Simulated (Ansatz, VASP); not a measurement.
SiSe in VASP and in Ansatz

```
Si Se
1.0
     0.00000    3.07387    3.07387
     3.07387    0.00000    3.07387
     3.07387    3.07387    0.00000
Si Se
1 1
Direct
  0.00000 0.00000 0.00000
  0.75000 0.75000 0.75000
```

Alike in both runs: functional PBE; k mesh 6 × 6 × 6; occupations gaussian, width 0.1 eV; no spin polarisation.

Ansatz relaxed the structure, and its values are those at the end. VASP's run is a single point on that final structure, the one shown.

```csv
,VASP,Ansatz
version,VASP 6.6.1,Ansatz 0.2.0
potentials or method,"VASP PAW PBE potentials, release 64 (Si, Se), cutoff 520 eV","scalar-relativistic, plane waves, PAW"
valence electrons in the cell,10,20
```

```tsv
	VASP	Ansatz	Ansatz less VASP
gap on the k mesh at the Fermi level (eV)	none	none	-
pressure (GPa)	0.1	0.1	-0.02
```

A gap of «none» marks a metal or a gap that the smearing closes. The functional is the same, so the differences come from potentials, cutoffs and numerics. VASP's potentials hold 10 valence electrons a cell and Ansatz's 20, so a difference there can come from the potentials and not from the codes.
